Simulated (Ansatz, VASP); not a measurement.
Mg: VASP beside Ansatz

```
Mg
1.0
    -1.70705    1.70705    1.63665
     1.70705   -1.70705    1.63665
     1.70705    1.70705   -1.63665
Mg
1
Direct
  0.00000 0.00000 0.00000
```

Alike in both runs: task single point; functional PBE; k mesh 18 × 18 × 18; occupations gaussian, width 0.15 eV; no spin polarisation.

```csv
,VASP,Ansatz
version,VASP 6.6.1,Ansatz 0.2.0
potentials or method,"VASP PAW PBE potentials, release 64 (Mg), cutoff 520 eV","scalar-relativistic, plane waves, PAW"
valence electrons in the cell,2,10
```

VASP gave:

* gap on the k mesh at the Fermi level (eV): none
* pressure (GPa): 9.2
* traceless stress, the component that is largest in VASP (GPa): 0.27

Question: Estimate Ansatz's values.

Answer: gap on the k mesh at the Fermi level (eV): none; pressure (GPa): 9.3; traceless stress, the component that is largest in VASP (GPa): 0.28.

A gap of «none» marks a metal or a gap that the smearing closes. VASP's potentials hold 2 valence electrons a cell and Ansatz's 10, so a difference there can come from the potentials and not from the codes.
